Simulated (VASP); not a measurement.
# SnSe2 (P-3m1) in VASP: further runs

SnSe2 is run at these levels: r2SCAN; tasks: single point.

All numbers are computed with VASP 6.6.1; they aren't measurements. Logs are shortened: lines on timing, memory, paths and dates and some standing lists are left out, and cuts for length are marked.

**1. The cell of the first run**

It takes space group P-3m1 (No. 164, trigonal). Conventional cell: a = 3.863 Å, b = 3.863 Å, c = 5.972 Å, α = 90.00°, β = 90.00°, γ = 120.00°. Sn (site symmetry -3m) has 6 Se at 2.68 Å within 3.5 Å. Se (site symmetry 3m) has 3 Sn at 2.68 Å within 3.5 Å.

**2. Single point, r2SCAN**

POSCAR reads:

```
SnSe2
1.0
    3.8632107324      0.0000000000      0.0000000000
   -1.9316053662      3.3456386344      0.0000000000
    0.0000000000      0.0000000000      5.9722357835
Sn Se
1 2
Direct
    0.0000000000      0.0000000000      0.0000000000
    0.3333333333      0.6666666667      0.2500000000
    0.6666666667      0.3333333333      0.7500000000
```

INCAR.step1 reads:

```
SYSTEM = SnSe2
  PREC = Accurate
  ENCUT = 520
  ISMEAR = 0
  SIGMA = 0.05
  LREAL = .FALSE.
  LASPH = .TRUE.
  NELM = 100
  NBANDS = 20
  GGA = PE
  ALGO = Normal
  EDIFF = 1E-4
  LWAVE = .TRUE.
  LCHARG = .FALSE.
```

INCAR.step2 reads:

```
SYSTEM = SnSe2
  PREC = Accurate
  ENCUT = 520
  EDIFF = 1E-6
  ISMEAR = 0
  SIGMA = 0.05
  LREAL = .FALSE.
  LASPH = .TRUE.
  NELM = 100
  ALGO = Normal
  ISIF = 2
  LWAVE = .FALSE.
  LCHARG = .FALSE.
  METAGGA = R2SCAN
  LMIXTAU = .TRUE.
  NBANDS = 20
  ISTART = 1
```

KPOINTS reads:

```
regular mesh
0
G
  12 12 6
  0 0 0
```

Potentials or basis: VASP PAW PBE potentials, release 64 (Sn_d, Se).

Command:

```
$ cat potpaw_PBE.64/Sn_d/POTCAR potpaw_PBE.64/Se/POTCAR > POTCAR
$ cp INCAR.step1 INCAR
$ mpirun -np 1 vasp_std > vasp.out
$ cp INCAR.step2 INCAR
$ mpirun -np 1 vasp_std > vasp.out
```

OUTCAR:

```text
SYSTEM = SnSe2
   PREC = Accurate
   ENCUT = 520
   EDIFF = 1E-6
   ISMEAR = 0
   LREAL = .FALSE.
   LASPH = .TRUE.
   NELM = 100
   ISIF = 2
   METAGGA = R2SCAN
   ISTART = 1

 ion  position               nearest neighbor table
   1  0.000  0.000  0.000-   2 2.68   3 2.68   2 2.68   3 2.68   3 2.68   2 2.68
   2  0.333  0.667  0.250-   1 2.68   1 2.68   1 2.68
   3  0.667  0.333  0.750-   1 2.68   1 2.68   1 2.68

  LATTYP: Found a hexagonal cell.
 ALAT       =     3.8632107324
 C/A-ratio  =     1.5459254483

  Lattice vectors:

 A1 = (   3.8632107324,   0.0000000000,   0.0000000000)
 A2 = (  -1.9316053662,   3.3456386344,   0.0000000000)
 A3 = (   0.0000000000,   0.0000000000,   5.9722357835)

Analysis of symmetry for initial positions (statically):
=====================================================================
 Subroutine PRICEL returns:
 Original cell was already a primitive cell.

 Routine SETGRP: Setting up the symmetry group for a
 hexagonal supercell.

 Subroutine GETGRP returns: Found 12 space group operations
 (whereof 12 operations were pure point group operations)
 out of a pool of 24 trial point group operations.

The static configuration has the point symmetry D_3d.

Analysis of symmetry for dynamics (positions and initial velocities):
=====================================================================
 Subroutine PRICEL returns:
 Original cell was already a primitive cell.

 Routine SETGRP: Setting up the symmetry group for a
 hexagonal supercell.

 Subroutine GETGRP returns: Found 12 space group operations
 (whereof 12 operations were pure point group operations)
 out of a pool of 24 trial point group operations.

The dynamic configuration has the point symmetry D_3d.

 Subroutine INISYM returns: Found 12 space group operations
 (whereof 12 operations are pure point group operations),
 and found     1 'primitive' translations

----------------------------------------------------------------------------------------

                                     Primitive cell

  volume of cell :      77.1906

  direct lattice vectors                    reciprocal lattice vectors
     3.863210732  0.000000000  0.000000000     0.258852045  0.149448298  0.000000000
    -1.931605366  3.345638634  0.000000000     0.000000000  0.298896596  0.000000000
     0.000000000  0.000000000  5.972235784     0.000000000  0.000000000  0.167441480

  length of vectors
[... 77 lines left out ...]
   ICHARG =      0    charge: 1-file 2-atom 10-const
   ISPIN  =      1    spin polarized calculation?
   LNONCOLLINEAR =      F non collinear calculations
   LSORBIT =      F    spin-orbit coupling
   LASPH  =      T    aspherical Exc in radial PAW
   ENCUT  =  520.0 eV  38.22 Ry    6.18 a.u.   7.18  7.18 11.10*2*pi/ulx,y,z
   NELM   =    100;   NELMIN=  2; NELMDL=  0     # of ELM steps
   EDIFF  = 0.1E-05   stopping-criterion for ELM
   LREAL  =      F    real-space projection
   EDIFFG = 0.1E-04   stopping-criterion for IOM
   NSW    =      0    number of steps for IOM
   IBRION =     -1    ionic relax: 0-MD 1-quasi-New 2-CG
   NFREE  =      0    steps in history (QN), initial steepest desc. (CG)
   ISIF   =      2    stress and relaxation
   ISYM   =      2    0-nonsym 1-usesym 2-fastsym
   POTIM  = 0.5000    time-step for ionic-motion
   TEBEG  =    0.0;   TEEND  =   0.0 temperature during run
   PSTRESS=    0.0 pullay stress
   NELECT =      26.0000    total number of electrons
   NUPDOWN=      -1.0000    fix difference up-down
   EMIN   =  10.00;   EMAX   =-10.00  energy-range for DOS
   EFERMI =   0.00;   METHOD = LEGACY
   ISMEAR =     0;   SIGMA  =   0.05  broadening in eV -4-tet -1-fermi 0-gaus
   EFERMI_NEDOS =   21; number of points for ismear=-14 and -15
   IALGO  =     38    algorithm
   IMIX   =      4    mixing-type and parameters
     AMIX     =   0.40;   BMIX     =  1.00
     AMIX_MAG =   1.60;   BMIX_MAG =  1.00
  volume/ion in A,a.u.               =      25.73       173.64
  Fermi-wavevector in a.u.,A,eV,Ry     =   1.139054  2.152501 17.652812  1.297445
  Thomas-Fermi vector in A             =   2.275758
   LORBIT       =      0    0 simple, 1 ext, 2 COOP (PROOUT), +10 PAW based schemes
   METAGGA = R2SCAN    functional components
   LHFCALC =     F    Hartree Fock is set to
   AEXX    =    0.0000 exact exchange contribution
   IVDW    =     0    specifies the selected vdW correction
   LEPSILON=     F    determine dielectric tensor
   LRPA    =     F    only Hartree local field effects (RPA)
 non-spin polarized calculation
 Gauss-broadening in eV      SIGMA  =   0.05
  energy-cutoff  :      520.00
  volume of cell :       77.19
 maximum number of plane-waves:      2103
 NGX is ok and might be reduce to    30

 number of electron      25.9999999 magnetization

 Free energy of the ion-electron system (eV)
  ---------------------------------------------------
  ext. energy  EPLUGINS =         0.00000000
  ---------------------------------------------------
  free energy    TOTEN  =       -54.55833405 eV

  energy without entropy =      -54.55833405  energy(sigma->0) =      -54.55833405

 E-fermi :   4.4251     XC(G=0): -10.0194

 val. band max:        4.1490978706   @ k =   0.0000   0.0000   0.0000
 cond. band min:       4.9475153446   @ k =   0.0000   0.4167   0.3333
 fundamental gap:      0.7984174740
 Fermi energy:         4.4251243801

 k-point     1 :       0.0000    0.0000    0.0000
  band No.  band energies     occupation
      1     -18.0437      2.00000
      2     -18.0436      2.00000
      3     -17.9902      2.00000
      4     -17.9743      2.00000
      5     -17.9743      2.00000
      6     -10.5773      2.00000
[... 541 lines left out ...]
     19      12.5749      0.00000
     20      13.2163      0.00000

 [... further k-points ...]
[... 5 lines left out ...]
  --------------------------------------------------------------------------------------
  -------------------------------------------------------------------------------------
  Total        0.9720167      0.9720167      2.7534576     -0.0000000      0.0000000      0.0000000
  in kB       20.1752971     20.1752971     57.1511005     -0.0000000      0.0000000      0.0000000
  external PRESSURE =      32.5005649 kB  Pullay stress =       0.0000000 kB

 VOLUME and BASIS-vectors are now :
 -----------------------------------------------------------------------------
  energy-cutoff  :      520.00
  volume of cell :       77.19
      direct lattice vectors                 reciprocal lattice vectors
     3.863210732  0.000000000  0.000000000     0.258852045  0.149448298  0.000000000
    -1.931605366  3.345638634  0.000000000     0.000000000  0.298896596  0.000000000
     0.000000000  0.000000000  5.972235784     0.000000000  0.000000000  0.167441480

 POSITION                                       TOTAL-FORCE (eV/Angst)
 -----------------------------------------------------------------------------------
      0.00000      0.00000      0.00000         0.000000      0.000000     -0.000000
     -0.00000      2.23043      1.49306        -0.000000      0.000000      0.671247
      1.93161      1.11521      4.47918         0.000000     -0.000000     -0.671247
 -----------------------------------------------------------------------------------
    total drift:                                0.000000      0.000000     -0.000000

  FREE ENERGIE OF THE ION-ELECTRON SYSTEM (eV)
  ---------------------------------------------------
  free  energy   TOTEN  =       -54.5583340488 eV

  energy  without entropy=      -54.5583340488  energy(sigma->0) =      -54.55833405
```

OUTCAR.step1:

```text
SYSTEM = SnSe2
   PREC = Accurate
   ENCUT = 520
   ISMEAR = 0
   LREAL = .FALSE.
   LASPH = .TRUE.
[... 778 lines left out ...]
      0.00000      0.00000      0.00000        -0.000000      0.000000      0.000000
     -0.00000      2.23043      1.49306         0.000000      0.000000      0.928930
      1.93161      1.11521      4.47918        -0.000000     -0.000000     -0.928930
 -----------------------------------------------------------------------------------
    total drift:                                0.000000      0.000000     -0.000000

  FREE ENERGIE OF THE ION-ELECTRON SYSTEM (eV)
  ---------------------------------------------------
  free  energy   TOTEN  =       -11.7266713963 eV

  energy  without entropy=      -11.7266713963  energy(sigma->0) =      -11.72667140
```

Run time: 8.7 min. Hardware: 1 thread of Intel Xeon Platinum 8259CL at 2.50GHz (Skylake/Cascade Lake), shared host; peak memory 0.31 GiB.

What came out:

* Free energy: -54.5583 eV
* Pressure: 3.3 GPa
* Largest force: 0.671 eV/Å
* Band gap on the k mesh: 0.80 eV, indirect (least direct gap 1.04 eV)

Forces on the atoms (eV/Å):
```
Sn   0.000  0.000  0.000
Se   0.000  0.000  0.671
Se   0.000  0.000 -0.671
```

Caveat: the PAW data sets were made with another functional, which shifts forces and pressure a little; spin-orbit coupling is left out, which moves the levels of the heavy elements. A k mesh can miss the band edges.

**3. Single point, r2SCAN**

This run uses another cell than the first one, of the same volume but with other edges.

POSCAR reads:

```
SnSe2
1.0
    3.7495203087      0.0000000000      0.0000000000
   -1.8747601544      3.2471798393      0.0000000000
    0.0000000000      0.0000000000      6.3398987578
Sn Se
1 2
Direct
    0.0000000000      0.0000000000      0.0000000000
    0.3333333333      0.6666666667      0.2500000000
    0.6666666667      0.3333333333      0.7500000000
```

INCAR.step1 reads:

```
PREC     = Accurate       # precision mode
ENCUT    = 520            # plane-wave cutoff, eV
ISMEAR   = 0              # smearing method
SIGMA    = 0.05           # smearing width, eV
LREAL    = F              # projectors in reciprocal space
LASPH    = T              # aspherical terms in the spheres
NELM     = 60             # most SCF steps
NBANDS   = 20             # bands
GGA      = PE             # functional
ALGO     = Normal         # electronic algorithm
EDIFF    = 1E-4           # SCF threshold, eV
LWAVE    = T              # write WAVECAR
LCHARG   = F              # write CHGCAR
```

INCAR.step2 reads:

```
PREC     = Accurate       # precision mode
ENCUT    = 520            # plane-wave cutoff, eV
EDIFF    = 1E-6           # SCF threshold, eV
ISMEAR   = 0              # smearing method
SIGMA    = 0.05           # smearing width, eV
LREAL    = F              # projectors in reciprocal space
LASPH    = T              # aspherical terms in the spheres
NELM     = 60             # most SCF steps
ALGO     = Normal         # electronic algorithm
ISIF     = 2              # what is computed and relaxed
LWAVE    = F              # write WAVECAR
LCHARG   = F              # write CHGCAR
METAGGA  = R2SCAN         # meta-GGA
LMIXTAU  = T            
NBANDS   = 20             # bands
ISTART   = 1
```

KPOINTS reads:

```
Automatic mesh
0
Gamma
  12 12 6
```

Potentials or basis: VASP PAW PBE potentials, release 64 (Sn_d, Se).

Command:

```
$ cat potpaw_PBE.64/Sn_d/POTCAR potpaw_PBE.64/Se/POTCAR > POTCAR
$ cp INCAR.step1 INCAR
$ mpirun -np 1 vasp_std > vasp.out
$ cp INCAR.step2 INCAR
$ mpirun -np 1 vasp_std > vasp.out
```

OUTCAR:

```text
PREC = Accurate
   ENCUT = 520
   EDIFF = 1E-6
   ISMEAR = 0
   LREAL = F
   LASPH = T
   NELM = 60
   ISIF = 2
   METAGGA = R2SCAN
   ISTART = 1

 ion  position               nearest neighbor table
   1  0.000  0.000  0.000-   2 2.68   3 2.68   2 2.68   3 2.68   3 2.68   2 2.68
   2  0.333  0.667  0.250-   1 2.68   1 2.68   1 2.68
   3  0.667  0.333  0.750-   1 2.68   1 2.68   1 2.68

  LATTYP: Found a hexagonal cell.
 ALAT       =     3.7495203087
 C/A-ratio  =     1.6908559591

  Lattice vectors:
[... 193 lines left out ...]
      4     -17.9603      2.00000
      5     -17.9603      2.00000
      6     -10.6436      2.00000
[... 541 lines left out ...]
     19      12.5889      0.00000
     20      13.6571      0.00000

 [... further k-points ...]
[... 5 lines left out ...]
  --------------------------------------------------------------------------------------
  -------------------------------------------------------------------------------------
  Total        2.0555850      2.0555850      0.9678959     -0.0000000      0.0000000     -0.0000000
  in kB       42.6659717     42.6659717     20.0897648     -0.0000000      0.0000000     -0.0000000
  external PRESSURE =      35.1405694 kB  Pullay stress =       0.0000000 kB

 VOLUME and BASIS-vectors are now :
 -----------------------------------------------------------------------------
  energy-cutoff  :      520.00
  volume of cell :       77.19
      direct lattice vectors                 reciprocal lattice vectors
     3.749520309  0.000000000  0.000000000     0.266700782  0.153979769  0.000000000
    -1.874760154  3.247179839  0.000000000     0.000000000  0.307959537  0.000000000
     0.000000000  0.000000000  6.339898758     0.000000000  0.000000000  0.157731225

 POSITION                                       TOTAL-FORCE (eV/Angst)
 -----------------------------------------------------------------------------------
      0.00000      0.00000      0.00000         0.000000      0.000000      0.000000
     -0.00000      2.16479      1.58497        -0.000000      0.000000      0.161284
      1.87476      1.08239      4.75492         0.000000     -0.000000     -0.161284
 -----------------------------------------------------------------------------------
    total drift:                               -0.000000     -0.000000     -0.000000

  FREE ENERGIE OF THE ION-ELECTRON SYSTEM (eV)
  ---------------------------------------------------
  free  energy   TOTEN  =       -54.5851258511 eV

  energy  without entropy=      -54.5851258511  energy(sigma->0) =      -54.58512585
```

OUTCAR.step1:

```text
PREC = Accurate
   ENCUT = 520
   ISMEAR = 0
   LREAL = F
[... 778 lines left out ...]
      0.00000      0.00000      0.00000        -0.000000      0.000000      0.000000
     -0.00000      2.16479      1.58497        -0.000000     -0.000000      0.461564
      1.87476      1.08239      4.75492         0.000000      0.000000     -0.461564
 -----------------------------------------------------------------------------------
    total drift:                               -0.000000     -0.000000     -0.000000

  FREE ENERGIE OF THE ION-ELECTRON SYSTEM (eV)
  ---------------------------------------------------
  free  energy   TOTEN  =       -11.7562848042 eV

  energy  without entropy=      -11.7562848042  energy(sigma->0) =      -11.75628480
```

It took 7.2 min on 1 thread of Intel Xeon Platinum 8259CL at 2.50GHz (Skylake/Cascade Lake), shared host; peak memory 0.3 GiB.

Results:

```
Free energy            : -54.5851 eV
Pressure               : 3.5 GPa
Largest force          : 0.161 eV/Å
Band gap on the k mesh : 0.95 eV, indirect (least direct gap 1.52 eV)
```

Forces on the atoms (eV/Å):
```
Sn   0.000  0.000  0.000
Se   0.000  0.000  0.161
Se   0.000  0.000 -0.161
```

Levels at points of the mesh, in eV from the valence-band top:
```
           k point  band 9  band 10  band 11  band 12  band 13  band 14  band 15  band 16  band 17  band 18
(0.00, 0.00, 0.00)   -0.54    -0.54    -0.40    -0.22    -0.22     1.71     3.76     5.20     5.20     8.38
(0.50, 0.00, 0.00)   -4.72    -3.09    -2.57    -1.32    -0.32     1.40     4.31     5.79     5.89     7.20
(0.00, 0.00, 0.50)   -2.33    -0.62    -0.62    -0.09    -0.09     3.06     3.72     4.98     4.98     8.65
(0.50, 0.00, 0.50)   -5.10    -2.42    -2.24    -0.92    -0.65     0.96     4.56     5.12     6.09     6.65
```

Caveat: the PAW data sets were made with another functional, which shifts forces and pressure a little; spin-orbit coupling is left out, which moves the levels of the heavy elements. A k mesh can miss the band edges.
